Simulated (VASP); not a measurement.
# GaSb (buck sheet) in VASP: single point with PBE

Aim: the single point of GaSb (buck sheet) with PBE.

All numbers are computed with VASP 6.6.1; they aren't measurements. Logs are shortened: lines on timing, memory, paths and dates and some standing lists are left out, and cuts for length are marked.

### 1 The cell of the first run

The cell holds a wire with vacuum, 20 atoms: a = 16.200 Å, b = 16.100 Å, c = 7.345 Å, α = 90.00°, β = 90.00°, γ = 90.00°.

### 2 Single point, PBE

INCAR

```
PREC = Accurate
ENCUT = 400
EDIFF = 1E-6
ISMEAR = 0
SIGMA = 0.05
LREAL = F
LASPH = T
NELM = 120
ALGO = Normal
ISIF = 2
LWAVE = F
LCHARG = F
GGA = PE
NBANDS = 106
GGA_COMPAT = F
```

KPOINTS

```
regular mesh
0
Gamma
  1 1 6
```

POSCAR

```
GaSb
1.0
   16.2000000000      0.0000000000      0.0000000000
    0.0000000000     16.1000000000      0.0000000000
    0.0000000000      0.0000000000      7.3454400646
Ga Sb
10 10
Direct
    0.6999705223      0.5000000000      0.6712039523
    0.5617995433      0.6913618053      0.6711927377
    0.6617731696      0.6182759817      0.1711855518
    0.3382268304      0.6182759817      0.6711855518
    0.4382004567      0.6913618053      0.1711927377
    0.3382268304      0.3817240183      0.6711855518
    0.3000294777      0.5000000000      0.1712039523
    0.5617995433      0.3086381947      0.6711927377
    0.4382004567      0.3086381947      0.1711927377
    0.6617731696      0.3817240183      0.1711855518
    0.7018966463      0.6475951744      0.8288092238
    0.7495298151      0.5000000000      0.3288023781
    0.4228906309      0.7388104535      0.8288093215
    0.5771093691      0.7388104535      0.3288093215
    0.2504701849      0.5000000000      0.8288023781
    0.2981033537      0.6475951744      0.3288092238
    0.4228906309      0.2611895465      0.8288093215
    0.2981033537      0.3524048256      0.3288092238
    0.7018966463      0.3524048256      0.8288092238
    0.5771093691      0.2611895465      0.3288093215
```

Potentials or basis: VASP PAW PBE potentials, release 64 (Ga_d, Sb).

On the command line:

```console
> cat potpaw_PBE.64/Ga_d/POTCAR potpaw_PBE.64/Sb/POTCAR > POTCAR
> mpirun -np 1 vasp_std > vasp.out
```

OUTCAR:

```text
PREC = Accurate
   ENCUT = 400
   EDIFF = 1E-6
   ISMEAR = 0
   LREAL = F
   LASPH = T
   NELM = 120
   ISIF = 2
   GGA = PE

 ion  position               nearest neighbor table
   1  0.700  0.500  0.671-  12 2.64  11 2.64  19 2.64
   2  0.562  0.691  0.671-  14 2.64  11 2.64  13 2.64
   3  0.662  0.618  0.171-  11 2.64  14 2.64  12 2.64
   4  0.338  0.618  0.671-  16 2.64  13 2.64  15 2.64
   5  0.438  0.691  0.171-  13 2.64  16 2.64  14 2.64
   6  0.338  0.382  0.671-  18 2.64  17 2.64  15 2.64
[... 12 lines left out ...]
  19  0.702  0.352  0.829-  10 2.64   8 2.64   1 2.64
  20  0.577  0.261  0.329-   8 2.64  10 2.64   9 2.64

  LATTYP: Found a simple orthorhombic cell.
 ALAT       =     7.3454400646
 B/A-ratio  =     2.1918360042
 C/A-ratio  =     2.2054498924

  Lattice vectors:

 A1 = (   0.0000000000,   0.0000000000,  -7.3454400646)
 A2 = (   0.0000000000,  16.1000000000,   0.0000000000)
 A3 = (  16.2000000000,   0.0000000000,   0.0000000000)

Analysis of symmetry for initial positions (statically):
=====================================================================
 Subroutine PRICEL returns:
 Original cell was already a primitive cell.

 Routine SETGRP: Setting up the symmetry group for a
 simple orthorhombic supercell.

 Subroutine GETGRP returns: Found  4 space group operations
 (whereof  2 operations were pure point group operations)
 out of a pool of  8 trial point group operations.

The static configuration has the point symmetry C_1h.
 The point group associated with its full space group is C_2v.

Analysis of symmetry for dynamics (positions and initial velocities):
=====================================================================
 Subroutine PRICEL returns:
 Original cell was already a primitive cell.

 Routine SETGRP: Setting up the symmetry group for a
 simple orthorhombic supercell.

 Subroutine GETGRP returns: Found  4 space group operations
 (whereof  2 operations were pure point group operations)
 out of a pool of  8 trial point group operations.

The dynamic configuration has the point symmetry C_1h.
 The point group associated with its full space group is C_2v.

 Subroutine INISYM returns: Found  4 space group operations
 (whereof  2 operations are pure point group operations),
 and found     1 'primitive' translations

----------------------------------------------------------------------------------------

                                     Primitive cell

  volume of cell :    1915.8377

  direct lattice vectors                    reciprocal lattice vectors
    16.200000000  0.000000000  0.000000000     0.061728395  0.000000000  0.000000000
     0.000000000 16.100000000  0.000000000     0.000000000  0.062111801  0.000000000
     0.000000000  0.000000000  7.345440065     0.000000000  0.000000000  0.136138882

  length of vectors
    16.200000000 16.100000000  7.345440065     0.061728395  0.062111801  0.136138882

  position of ions in fractional coordinates (direct lattice)
     0.699970522  0.500000000  0.671203952
     0.561799543  0.691361805  0.671192738
     0.661773170  0.618275982  0.171185552
     0.338226830  0.618275982  0.671185552
     0.438200457  0.691361805  0.171192738
     0.338226830  0.381724018  0.671185552
[... 12 lines left out ...]
     0.701896646  0.352404826  0.828809224
     0.577109369  0.261189546  0.328809322

  ion indices of the primitive-cell ions
   primitive index   ion index
                 1           1
                 2           2
                 3           3
                 4           4
                 5           5
                 6           6
[... 12 lines left out ...]
                19          19
                20          20

----------------------------------------------------------------------------------------

 KPOINTS: regular mesh

Automatic generation of k-mesh.
 Grid dimensions read from file:
 generate k-points for:    1    1    6

 Generating k-lattice:

  Cartesian coordinates                     Fractional coordinates (reciprocal lattice)
     0.061728395  0.000000000  0.000000000     1.000000000  0.000000000  0.000000000
     0.000000000  0.062111801  0.000000000     0.000000000  1.000000000  0.000000000
     0.000000000  0.000000000  0.022689814     0.000000000  0.000000000  0.166666667

  Length of vectors
     0.061728395  0.062111801  0.022689814

  Shift w.r.t. Gamma in fractional coordinates (k-lattice)
     0.000000000  0.000000000  0.000000000

 Subroutine IBZKPT returns following result:
 ===========================================

 Found      4 irreducible k-points:

 Following reciprocal coordinates:
            Coordinates               Weight
  0.000000  0.000000  0.000000      1.000000
  0.000000  0.000000  0.166667      2.000000
  0.000000  0.000000  0.333333      2.000000
  0.000000  0.000000  0.500000      1.000000
   k-points           NKPTS =      4   k-points in BZ     NKDIM =      4   number of bands    NBANDS=    106
   number of dos      NEDOS =    301   number of ions     NIONS =     20
   total plane-waves  NPLWV = 559872
   dimension x,y,z NGX =   108 NGY =  108 NGZ =   48
   dimension x,y,z NGXF=   216 NGYF=  216 NGZF=   96
   ions per type =              10  10
   NGX,Y,Z   is equivalent  to a cutoff of  11.08, 11.15, 10.86 a.u.
   NGXF,Y,Z  is equivalent  to a cutoff of  22.17, 22.30, 21.73 a.u.
 SYSTEM =  unknown system
   PREC   = accura    normal or accurate (medium, high low for compatibility)
   ISTART =      0    job   : 0-new  1-cont  2-samecut
   ICHARG =      2    charge: 1-file 2-atom 10-const
   ISPIN  =      1    spin polarized calculation?
   LNONCOLLINEAR =      F non collinear calculations
   LSORBIT =      F    spin-orbit coupling
   LASPH  =      T    aspherical Exc in radial PAW
   ENCUT  =  400.0 eV  29.40 Ry    5.42 a.u.  26.42 26.26 11.98*2*pi/ulx,y,z
   NELM   =    120;   NELMIN=  2; NELMDL= -5     # of ELM steps
   EDIFF  = 0.1E-05   stopping-criterion for ELM
   LREAL  =      F    real-space projection
   EDIFFG = 0.1E-04   stopping-criterion for IOM
   NSW    =      0    number of steps for IOM
   IBRION =     -1    ionic relax: 0-MD 1-quasi-New 2-CG
   NFREE  =      0    steps in history (QN), initial steepest desc. (CG)
   ISIF   =      2    stress and relaxation
   ISYM   =      2    0-nonsym 1-usesym 2-fastsym
   POTIM  = 0.5000    time-step for ionic-motion
   TEBEG  =    0.0;   TEEND  =   0.0 temperature during run
   PSTRESS=    0.0 pullay stress
   NELECT =     180.0000    total number of electrons
   NUPDOWN=      -1.0000    fix difference up-down
   EMIN   =  10.00;   EMAX   =-10.00  energy-range for DOS
   EFERMI =   0.00;   METHOD = LEGACY
   ISMEAR =     0;   SIGMA  =   0.05  broadening in eV -4-tet -1-fermi 0-gaus
   EFERMI_NEDOS =   21; number of points for ismear=-14 and -15
   IALGO  =     38    algorithm
   IMIX   =      4    mixing-type and parameters
     AMIX     =   0.40;   BMIX     =  1.00
     AMIX_MAG =   1.60;   BMIX_MAG =  1.00
  volume/ion in A,a.u.               =      95.79       646.44
  Fermi-wavevector in a.u.,A,eV,Ry     =   0.744240  1.406409  7.536166  0.553893
  Thomas-Fermi vector in A             =   1.839544
   LORBIT       =      0    0 simple, 1 ext, 2 COOP (PROOUT), +10 PAW based schemes
   GGA     = PE    functional components
   LHFCALC =     F    Hartree Fock is set to
   AEXX    =    0.0000 exact exchange contribution
   IVDW    =     0    specifies the selected vdW correction
   LEPSILON=     F    determine dielectric tensor
   LRPA    =     F    only Hartree local field effects (RPA)
 non-spin polarized calculation
 Gauss-broadening in eV      SIGMA  =   0.05
  energy-cutoff  :      400.00
  volume of cell :     1915.84
 maximum number of plane-waves:     34852
 NGX is ok and might be reduce to   108
   NGX = 53   NGY = 53   NGZ = 23

 number of electron     180.0000006 magnetization

 Free energy of the ion-electron system (eV)
  ---------------------------------------------------
  ext. energy  EPLUGINS =         0.00000000
  ---------------------------------------------------
  free energy    TOTEN  =       -67.44917591 eV

  energy without entropy =      -67.44917591  energy(sigma->0) =      -67.44917591

 E-fermi :  -1.9573     XC(G=0):  -3.7582

 val. band max:       -2.2330560345   @ k =   0.0000   0.0000   0.0000
 cond. band min:      -1.2336028826   @ k =   0.0000   0.0000   0.1667
 fundamental gap:      0.9994531520
 Fermi energy:        -1.9573401531

 k-point     1 :       0.0000    0.0000    0.0000
  band No.  band energies     occupation
      1     -16.7922      2.00000
      2     -16.7829      2.00000
      3     -16.7829      2.00000
      4     -16.7696      2.00000
      5     -16.7649      2.00000
      6     -16.7648      2.00000
[... 94 lines left out ...]
    101       0.5982      0.00000
    102       0.6000      0.00000

 k-point     2 :       0.0000    0.0000    0.1667
  band No.  band energies     occupation
      1     -16.7908      2.00000
      2     -16.7817      2.00000
      3     -16.7817      2.00000
      4     -16.7713      2.00000
      5     -16.7646      2.00000
      6     -16.7645      2.00000
[... 94 lines left out ...]
    101       0.3509      0.00000
    102       0.3960      0.00000

 k-point     3 :       0.0000    0.0000    0.3333
  band No.  band energies     occupation
      1     -16.7868      2.00000
      2     -16.7784      2.00000
      3     -16.7783      2.00000
      4     -16.7756      2.00000
      5     -16.7683      2.00000
      6     -16.7683      2.00000
[... 94 lines left out ...]
    101       0.5911      0.00000
    102       0.5962      0.00000

 k-point     4 :       0.0000    0.0000    0.5000
  band No.  band energies     occupation
      1     -16.7813      2.00000
      2     -16.7813      2.00000
      3     -16.7735      2.00000
      4     -16.7735      2.00000
      5     -16.7735      2.00000
      6     -16.7735      2.00000
[... 94 lines left out ...]
    101       0.7973      0.00000
    102       0.8028      0.00000
 [bands above 102 left out]

------------------------ aborting loop because EDIFF is reached ----------------------------------------

  FORCE on cell =-STRESS in cart. coord.  units (eV):
  Direction    XX          YY          ZZ          XY          YZ          ZX
  --------------------------------------------------------------------------------------
  -------------------------------------------------------------------------------------
  Total       -0.1513884     -0.1526812     -0.3962119      0.0000000      0.0000000      0.0000000
  in kB       -0.1266032     -0.1276843     -0.3313442      0.0000000      0.0000000      0.0000000
  external PRESSURE =      -0.1952105 kB  Pullay stress =       0.0000000 kB

 VOLUME and BASIS-vectors are now :
 -----------------------------------------------------------------------------
  energy-cutoff  :      400.00
  volume of cell :     1915.84
      direct lattice vectors                 reciprocal lattice vectors
    16.200000000  0.000000000  0.000000000     0.061728395  0.000000000  0.000000000
     0.000000000 16.100000000  0.000000000     0.000000000  0.062111801  0.000000000
     0.000000000  0.000000000  7.345440065     0.000000000  0.000000000  0.136138882

 POSITION                                       TOTAL-FORCE (eV/Angst)
 -----------------------------------------------------------------------------------
     11.33952      8.05000      4.93029        -0.013934     -0.000000      0.002155
      9.10115     11.13093      4.93021        -0.002491     -0.012758      0.002459
     10.72073      9.95424      1.25743        -0.013650     -0.009651      0.001848
      5.47927      9.95424      4.93015         0.013650     -0.009651      0.001848
      7.09885     11.13093      1.25749         0.002491     -0.012758      0.002459
      5.47927      6.14576      4.93015         0.013650      0.009651      0.001848
[... 12 lines left out ...]
     11.37073      5.67372      6.08797         0.027123     -0.019389     -0.002320
      9.34917      4.20515      2.41525         0.009985     -0.031683     -0.001917
 -----------------------------------------------------------------------------------
    total drift:                                0.000000      0.000000     -0.003429

  FREE ENERGIE OF THE ION-ELECTRON SYSTEM (eV)
  ---------------------------------------------------
  free  energy   TOTEN  =       -67.4491759055 eV

  energy  without entropy=      -67.4491759055  energy(sigma->0) =      -67.44917591
```

Wall time 16 min (1 thread of Intel Xeon 6975P-C (Granite Rapids), shared host); peak memory 1.2 GiB.

Results:

```yaml
Free_energy: -67.4492 eV
Largest_force: 0.034 eV/Å
Band_gap_on_the_k_mesh: 1.00 eV, indirect (least direct gap 1.02 eV)
```

Forces in eV/Å, atoms in the order of the input:
```
Ga  -0.014  0.000  0.002
Ga  -0.002 -0.013  0.002
Ga  -0.014 -0.010  0.002
Ga   0.014 -0.010  0.002
Ga   0.002 -0.013  0.002
Ga   0.014  0.010  0.002
Ga   0.014  0.000  0.002
Ga  -0.002  0.013  0.002
Ga   0.002  0.013  0.002
Ga  -0.014  0.010  0.002
Sb   0.027  0.019 -0.002
Sb   0.033  0.000 -0.002
Sb  -0.010  0.032 -0.002
Sb   0.010  0.032 -0.002
Sb  -0.033  0.000 -0.002
Sb  -0.027  0.019 -0.002
Sb  -0.010 -0.032 -0.002
Sb  -0.027 -0.019 -0.002
Sb   0.027 -0.019 -0.002
Sb   0.010 -0.032 -0.002
```

Caveat: spin-orbit coupling is left out, which moves the levels of the heavy elements.
